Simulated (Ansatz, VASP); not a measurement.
**One calculation of CaO, two programs**

File INCAR:

```
SYSTEM = CaO
PREC = Accurate
ENCUT = 520
EDIFF = 1E-6
ISMEAR = -1
SIGMA = 0.02
LREAL = .False.
LASPH = .True.
NELM = 80
ALGO = Normal
ISIF = 2
LWAVE = .False.
LCHARG = .False.
GGA = PE
NBANDS = 15
```

The input KPOINTS:

```
regular mesh
0
Gamma
  8 8 8
  0 0 0
```

The input POSCAR:

```
CaO
1.0
    2.9723053381      0.0000000000      0.0000000000
    0.0000000000      2.9723053381      0.0000000000
    0.0000000000      0.0000000000      2.9032089648
Ca O
1 1
Direct
    0.0000000000      0.0000000000      0.0000000000
    0.5000000000      0.5000000000      0.5000000000
```

Input for Ansatz:

```yaml
crystal:
  lattice:
    - [2.9723053381, 0.0, 0.0]
    - [0.0, 2.9723053381, 0.0]
    - [0.0, 0.0, 2.9032089648]
  atoms:
    - { symbol: Ca, position: [0.0, 0.0, 0.0] }
    - { symbol: O, position: [0.5, 0.5, 0.5] }
kpoints:
  mp_grid: { grid: [8, 8, 8] }
  band_path:
    path: [[0.0, 0.0, 0.0], [0.0, 0.5, 0.0], [0.5, 0.5, 0.0], [0.5, 0.5, 0.5]]
    npoints: 1
hamiltonian:
  xc: pbe
scf:
  occupations: { method: fermi_dirac, width: 0.02 }
  n_extra_bands: 4
output:
  forces: true
  stress: true
  eigenvalues: true
```

Change from the starting cell: biaxial_xy strain +2.4%.

Alike in both runs: task single point; functional PBE; k mesh 8 × 8 × 8; occupations fermi-dirac, width 0.02 eV; no spin polarisation.

```csv
,VASP,Ansatz
version,VASP 6.6.1,Ansatz 0.2.0
potentials or method,"VASP PAW PBE potentials, release 64 (Ca_sv, O)","plane waves, PAW"
plane-wave cutoff (eV),520,420
valence electrons in the cell,16,16
```

|  | VASP | Ansatz | Ansatz less VASP |
| --- | --- | --- | --- |
| gap on the k mesh at the Fermi level (eV) | 2.63 | 2.64 | +0.013 |
| pressure (GPa) | -1.0 | -1.6 | -0.54 |
| traceless stress, the component that is largest in VASP (GPa) | 5.80 | 5.79 | -0.008 |
